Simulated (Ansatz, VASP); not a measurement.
One calculation of CuAu, two programs

```
Cu Au
1.0
     2.80000    0.00000    0.00000
     0.00000    2.80000    0.00000
     0.00000    0.00000    3.67000
Cu Au
1 1
Cartesian
  1.4000 1.4000 1.8350
  0.0000 0.0000 0.0000
```

Alike in both runs: task single point; functional PBEsol; k mesh 13 × 13 × 10; occupations fermi-dirac, width 0.05 eV; no spin polarisation.

|  | VASP | Ansatz |
| --- | --- | --- |
| version | VASP 6.6.1 | Ansatz 0.2.0 |
| potentials or method | VASP PAW PBE potentials, release 64 (Cu, Au), cutoff 520 eV | all-electron LAPW, scalar-relativistic |

|  | VASP | Ansatz | Ansatz less VASP |
| --- | --- | --- | --- |
| pressure (GPa) | -2.0 | -2.0 | -0.02 |
| traceless stress, the component that is largest in VASP (GPa) | 0.36 | 0.28 | -0.076 |

VASP's potentials were made for PBE, not for PBEsol. Ansatz ran all-electron here, and VASP with PAW potentials.

Spin-orbit coupling is off throughout.
